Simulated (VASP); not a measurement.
# TeRu (F-43m) in VASP: single point with PBE

Aim: the single point of TeRu with PBE.

Program: VASP 6.6.1. These are calculated values, not measurements. Logs are shortened: lines on timing, memory, paths and dates and some standing lists are left out, and cuts for length are marked.

**1. The cell of the first run**

It takes space group F-43m (No. 216, cubic). The conventional cell has a = 6.228 Å, b = 6.228 Å, c = 6.228 Å, α = 90.00°, β = 90.00°, γ = 90.00°. Ru (site symmetry -43m) has 4 Te at 2.70 Å within 3.6 Å. Te (site symmetry -43m) has 4 Ru at 2.70 Å within 3.6 Å.

**2. Single point, PBE**

INCAR

```
ALGO = Normal ; EDIFF = 1E-6
ENCUT = 500 ; GGA = PE
GGA_COMPAT = False ; ISIF = 2
ISMEAR = -1 ; LASPH = True
LCHARG = True ; LELF = True
LREAL = False ; LVHAR = True
LWAVE = False ; NBANDS = 17
NELM = 120 ; PREC = Accurate
SIGMA = 0.05
```

KPOINTS

```
k-points
0
Gamma
  7 7 7
```

POSCAR

```
TeRu
1.0
    0.0000000000      3.1139297200      3.1139297200
    3.1139297200      0.0000000000      3.1139297200
    3.1139297200      3.1139297200      0.0000000000
Ru Te
1 1
Direct
    0.0000000000      0.0000000000      0.0000000000
    0.2500000000      0.2500000000      0.2500000000
```

Potentials or basis: VASP PAW PBE potentials, release 64 (Ru_pv, Te).

On the command line:

```sh
cat potpaw_PBE.64/Ru_pv/POTCAR potpaw_PBE.64/Te/POTCAR > POTCAR
mpirun -np 1 vasp_std > vasp.out
```

OUTCAR:

```text
EDIFF = 1E-6
   ENCUT = 500
   GGA = PE
   ISIF = 2
   ISMEAR = -1
   LASPH = True
   LREAL = False
   NELM = 120
   PREC = Accurate

 ion  position               nearest neighbor table
   1  0.000  0.000  0.000-   2 2.70   2 2.70   2 2.70   2 2.70
   2  0.250  0.250  0.250-   1 2.70   1 2.70   1 2.70   1 2.70

  LATTYP: Found a face centered cubic cell.
 ALAT       =     6.2278594400

  Lattice vectors:

 A1 = (   0.0000000000,   3.1139297200,   3.1139297200)
 A2 = (   3.1139297200,   0.0000000000,   3.1139297200)
 A3 = (   3.1139297200,   3.1139297200,   0.0000000000)

Analysis of symmetry for initial positions (statically):
=====================================================================
 Subroutine PRICEL returns:
 Original cell was already a primitive cell.

 Routine SETGRP: Setting up the symmetry group for a
 face centered cubic supercell.

 Subroutine GETGRP returns: Found 24 space group operations
 (whereof 24 operations were pure point group operations)
 out of a pool of 48 trial point group operations.

The static configuration has the point symmetry T_d .

Analysis of symmetry for dynamics (positions and initial velocities):
=====================================================================
 Subroutine PRICEL returns:
 Original cell was already a primitive cell.

 Routine SETGRP: Setting up the symmetry group for a
 face centered cubic supercell.

 Subroutine GETGRP returns: Found 24 space group operations
 (whereof 24 operations were pure point group operations)
 out of a pool of 48 trial point group operations.

The dynamic configuration has the point symmetry T_d .

 Subroutine INISYM returns: Found 24 space group operations
 (whereof 24 operations are pure point group operations),
 and found     1 'primitive' translations

----------------------------------------------------------------------------------------

                                     Primitive cell

  volume of cell :      60.3888

  direct lattice vectors                    reciprocal lattice vectors
     0.000000000  3.113929720  3.113929720    -0.160568813  0.160568813  0.160568813
     3.113929720  0.000000000  3.113929720     0.160568813 -0.160568813  0.160568813
     3.113929720  3.113929720  0.000000000     0.160568813  0.160568813 -0.160568813

  length of vectors
     4.403761642  4.403761642  4.403761642     0.278113343  0.278113343  0.278113343

  position of ions in fractional coordinates (direct lattice)
     0.000000000  0.000000000  0.000000000
     0.250000000  0.250000000  0.250000000

  ion indices of the primitive-cell ions
   primitive index   ion index
                 1           1
                 2           2

----------------------------------------------------------------------------------------

 KPOINTS: k-points

Automatic generation of k-mesh.
 Grid dimensions read from file:
 generate k-points for:    7    7    7

 Generating k-lattice:

  Cartesian coordinates                     Fractional coordinates (reciprocal lattice)
    -0.022938402  0.022938402  0.022938402     0.142857143  0.000000000  0.000000000
     0.022938402 -0.022938402  0.022938402     0.000000000  0.142857143  0.000000000
     0.022938402  0.022938402 -0.022938402     0.000000000  0.000000000  0.142857143

  Length of vectors
     0.039730478  0.039730478  0.039730478

  Shift w.r.t. Gamma in fractional coordinates (k-lattice)
     0.000000000  0.000000000  0.000000000

 Subroutine IBZKPT returns following result:
 ===========================================

 Found     20 irreducible k-points:

 Following reciprocal coordinates:
            Coordinates               Weight
  0.000000  0.000000  0.000000      1.000000
  0.142857  0.000000  0.000000      8.000000
  0.285714  0.000000  0.000000      8.000000
  0.428571  0.000000  0.000000      8.000000
  0.142857  0.142857  0.000000      6.000000
  0.285714  0.142857  0.000000     24.000000
[... 12 lines left out ...]
 -0.428571  0.428571  0.142857     24.000000
 -0.285714  0.428571  0.142857     24.000000
   k-points           NKPTS =     20   k-points in BZ     NKDIM =     20   number of bands    NBANDS=     17
   number of dos      NEDOS =    301   number of ions     NIONS =      2
   total plane-waves  NPLWV =  32768
   dimension x,y,z NGX =    32 NGY =   32 NGZ =   32
   dimension x,y,z NGXF=    64 NGYF=   64 NGZF=   64
   ions per type =               1   1
   NGX,Y,Z   is equivalent  to a cutoff of  12.08, 12.08, 12.08 a.u.
   NGXF,Y,Z  is equivalent  to a cutoff of  24.16, 24.16, 24.16 a.u.
 SYSTEM =  unknown system
   PREC   = accura    normal or accurate (medium, high low for compatibility)
   ISTART =      0    job   : 0-new  1-cont  2-samecut
   ICHARG =      2    charge: 1-file 2-atom 10-const
   ISPIN  =      1    spin polarized calculation?
   LNONCOLLINEAR =      F non collinear calculations
   LSORBIT =      F    spin-orbit coupling
   LASPH  =      T    aspherical Exc in radial PAW
   ENCUT  =  500.0 eV  36.75 Ry    6.06 a.u.   8.03  8.03  8.03*2*pi/ulx,y,z
   NELM   =    120;   NELMIN=  2; NELMDL= -5     # of ELM steps
   EDIFF  = 0.1E-05   stopping-criterion for ELM
   LREAL  =      F    real-space projection
   EDIFFG = 0.1E-04   stopping-criterion for IOM
   NSW    =      0    number of steps for IOM
   IBRION =     -1    ionic relax: 0-MD 1-quasi-New 2-CG
   NFREE  =      0    steps in history (QN), initial steepest desc. (CG)
   ISIF   =      2    stress and relaxation
   ISYM   =      2    0-nonsym 1-usesym 2-fastsym
   POTIM  = 0.5000    time-step for ionic-motion
   TEBEG  =    0.0;   TEEND  =   0.0 temperature during run
   PSTRESS=    0.0 pullay stress
   NELECT =      20.0000    total number of electrons
   NUPDOWN=      -1.0000    fix difference up-down
   EMIN   =  10.00;   EMAX   =-10.00  energy-range for DOS
   EFERMI =   0.00;   METHOD = LEGACY
   ISMEAR =    -1;   SIGMA  =   0.05  broadening in eV -4-tet -1-fermi 0-gaus
   EFERMI_NEDOS =   21; number of points for ismear=-14 and -15
   IALGO  =     38    algorithm
   IMIX   =      4    mixing-type and parameters
     AMIX     =   0.40;   BMIX     =  1.00
     AMIX_MAG =   1.60;   BMIX_MAG =  1.00
  volume/ion in A,a.u.               =      30.19       203.76
  Fermi-wavevector in a.u.,A,eV,Ry     =   1.132659  2.140416 17.455152  1.282917
  Thomas-Fermi vector in A             =   2.269361
   LORBIT       =      0    0 simple, 1 ext, 2 COOP (PROOUT), +10 PAW based schemes
   GGA     = PE    functional components
   LHFCALC =     F    Hartree Fock is set to
   AEXX    =    0.0000 exact exchange contribution
   IVDW    =     0    specifies the selected vdW correction
   LEPSILON=     F    determine dielectric tensor
   LRPA    =     F    only Hartree local field effects (RPA)
 non-spin polarized calculation
  energy-cutoff  :      500.00
  volume of cell :       60.39
 maximum number of plane-waves:      1548
   NGX = 17   NGY = 17   NGZ = 17

 number of electron      19.9999995 magnetization

 Free energy of the ion-electron system (eV)
  ---------------------------------------------------
  ext. energy  EPLUGINS =         0.00000000
  ---------------------------------------------------
  free energy    TOTEN  =       -11.34319990 eV

  energy without entropy =      -11.32532439  energy(sigma->0) =      -11.33426215

 E-fermi :   5.0653     XC(G=0):  -9.3169

 val. band max:        5.0627386334   @ k =   0.4286   0.2857   0.1429
 cond. band min:       5.1202039309   @ k =  -0.4286   0.4286   0.0000
 fundamental gap:      0.0574652975
 Fermi energy:         5.0653033323

 k-point     1 :       0.0000    0.0000    0.0000
  band No.  band energies     occupation
      1     -36.9195      2.00000
      2     -36.9195      2.00000
      3     -36.9195      2.00000
      4      -6.8748      2.00000
      5       1.5566      2.00000
      6       1.5566      2.00000
[... 9 lines left out ...]
     16      11.1104      0.00000
     17      14.7262      0.00000

 k-point     2 :       0.1429    0.0000    0.0000
  band No.  band energies     occupation
      1     -36.9206      2.00000
      2     -36.9197      2.00000
      3     -36.9197      2.00000
      4      -6.7725      2.00000
      5       1.3634      2.00000
      6       1.6091      2.00000
[... 9 lines left out ...]
     16      11.4245      0.00000
     17      14.9976      0.00000

 k-point     3 :       0.2857    0.0000    0.0000
  band No.  band energies     occupation
      1     -36.9228      2.00000
      2     -36.9201      2.00000
      3     -36.9201      2.00000
      4      -6.5275      2.00000
      5       0.9960      2.00000
      6       1.7172      2.00000
[... 9 lines left out ...]
     16      11.8678      0.00000
     17      14.6180      0.00000

 k-point     4 :       0.4286    0.0000    0.0000
  band No.  band energies     occupation
      1     -36.9247      2.00000
      2     -36.9204      2.00000
      3     -36.9204      2.00000
      4      -6.3135      2.00000
      5       0.7513      2.00000
      6       1.7890      2.00000
[... 9 lines left out ...]
     16      12.7693      0.00000
     17      14.9279      0.00000

 k-point     5 :       0.1429    0.1429    0.0000
  band No.  band energies     occupation
      1     -36.9206      2.00000
      2     -36.9199      2.00000
      3     -36.9199      2.00000
      4      -6.7382      2.00000
      5       1.2904      2.00000
      6       1.6405      2.00000
[... 9 lines left out ...]
     16      11.8792      0.00000
     17      13.8166      0.00000

 k-point     6 :       0.2857    0.1429    0.0000
  band No.  band energies     occupation
      1     -36.9223      2.00000
      2     -36.9203      2.00000
      3     -36.9203      2.00000
      4      -6.5399      2.00000
      5       1.0218      2.00000
      6       1.7142      2.00000
[... 9 lines left out ...]
     16      12.4616      0.00000
     17      14.1201      0.00000

 k-point     7 :       0.4286    0.1429    0.0000
  band No.  band energies     occupation
      1     -36.9242      2.00000
      2     -36.9208      2.00000
      3     -36.9206      2.00000
      4      -6.3115      2.00000
      5       0.8468      2.00000
      6       1.7102      2.00000
[... 9 lines left out ...]
     16      12.5214      0.00000
     17      14.9249      0.00000

 k-point     8 :      -0.4286    0.1429    0.0000
  band No.  band energies     occupation
      1     -36.9247      2.00000
      2     -36.9211      2.00000
      3     -36.9206      2.00000
      4      -6.2370      2.00000
      5       0.8449      2.00000
      6       1.6540      2.00000
[... 9 lines left out ...]
     16      13.5033      0.00000
     17      15.1155      0.00000
[... 123 lines left out ...]
      1     -36.9248      2.00000
      2     -36.9214      2.00000
      3     -36.9214      2.00000
      4      -6.1237      2.00000
      5       0.5055      2.00000
      6       2.1754      2.00000
[... 9 lines left out ...]
     16      15.4783      0.00000
     17      15.4783      0.00000

 k-point    16 :      -0.4286    0.4286    0.0000
  band No.  band energies     occupation
      1     -36.9249      2.00000
      2     -36.9218      2.00000
      3     -36.9214      2.00000
      4      -6.0816      2.00000
      5       0.5972      2.00000
      6       2.0569      2.00000
[... 9 lines left out ...]
     16      14.5800      0.00000
     17      15.6390      0.00000

 k-point    17 :       0.4286    0.2857    0.1429
  band No.  band energies     occupation
      1     -36.9235      2.00000
      2     -36.9212      2.00000
      3     -36.9205      2.00000
      4      -6.3477      2.00000
      5       0.8961      2.00000
      6       1.6979      2.00000
[... 9 lines left out ...]
     16      13.4794      0.00000
     17      14.3471      0.00000

 k-point    18 :      -0.4286    0.2857    0.1429
  band No.  band energies     occupation
      1     -36.9244      2.00000
      2     -36.9217      2.00000
      3     -36.9209      2.00000
      4      -6.1846      2.00000
      5       0.9786      2.00000
      6       1.5034      2.00000
[... 9 lines left out ...]
     16      13.7762      0.00000
     17      15.0289      0.00000

 k-point    19 :      -0.4286    0.4286    0.1429
  band No.  band energies     occupation
      1     -36.9246      2.00000
      2     -36.9218      2.00000
      3     -36.9214      2.00000
      4      -6.1146      2.00000
      5       0.7460      2.00000
      6       1.7895      2.00000
[... 9 lines left out ...]
     16      14.2942      0.00000
     17      15.8297      0.00000

 k-point    20 :      -0.2857    0.4286    0.1429
  band No.  band energies     occupation
      1     -36.9244      2.00000
      2     -36.9222      2.00000
      3     -36.9213      2.00000
      4      -6.0955      2.00000
      5       1.0716      2.00000
      6       1.3927      2.00000
[... 9 lines left out ...]
     16      13.0903      0.00000
     17      15.7967      0.00000

------------------------ aborting loop because EDIFF is reached ----------------------------------------

  FORCE on cell =-STRESS in cart. coord.  units (eV):
  Direction    XX          YY          ZZ          XY          YZ          ZX
  --------------------------------------------------------------------------------------
  -------------------------------------------------------------------------------------
  Total       -4.0050790     -4.0050790     -4.0050790      0.0000000      0.0000000     -0.0000000
  in kB     -106.2588859   -106.2588859   -106.2588859      0.0000000      0.0000000     -0.0000000
  external PRESSURE =    -106.2588859 kB  Pullay stress =       0.0000000 kB

 VOLUME and BASIS-vectors are now :
 -----------------------------------------------------------------------------
  energy-cutoff  :      500.00
  volume of cell :       60.39
      direct lattice vectors                 reciprocal lattice vectors
     0.000000000  3.113929720  3.113929720    -0.160568813  0.160568813  0.160568813
     3.113929720  0.000000000  3.113929720     0.160568813 -0.160568813  0.160568813
     3.113929720  3.113929720  0.000000000     0.160568813  0.160568813 -0.160568813

 POSITION                                       TOTAL-FORCE (eV/Angst)
 -----------------------------------------------------------------------------------
      0.00000      0.00000      0.00000         0.000000     -0.000000      0.000000
      1.55696      1.55696      1.55696        -0.000000      0.000000     -0.000000
 -----------------------------------------------------------------------------------
    total drift:                               -0.000000     -0.000000     -0.000000

  FREE ENERGIE OF THE ION-ELECTRON SYSTEM (eV)
  ---------------------------------------------------
  free  energy   TOTEN  =       -11.3431999022 eV

  energy  without entropy=      -11.3253243939  energy(sigma->0) =      -11.33426215
```

Run time: 42 s. Hardware: 1 thread of AMD EPYC 7R13, shared host; peak memory 0.15 GiB.

What came out:

```yaml
Free_energy: -11.3432 eV
Pressure: -10.6 GPa
Band_gap_on_the_k_mesh: zero (band 10 reaches 7.39 eV, above the bottom of band 11 at 4.83 eV)
```

Caveat: spin-orbit coupling is left out, which moves the levels of the heavy elements.
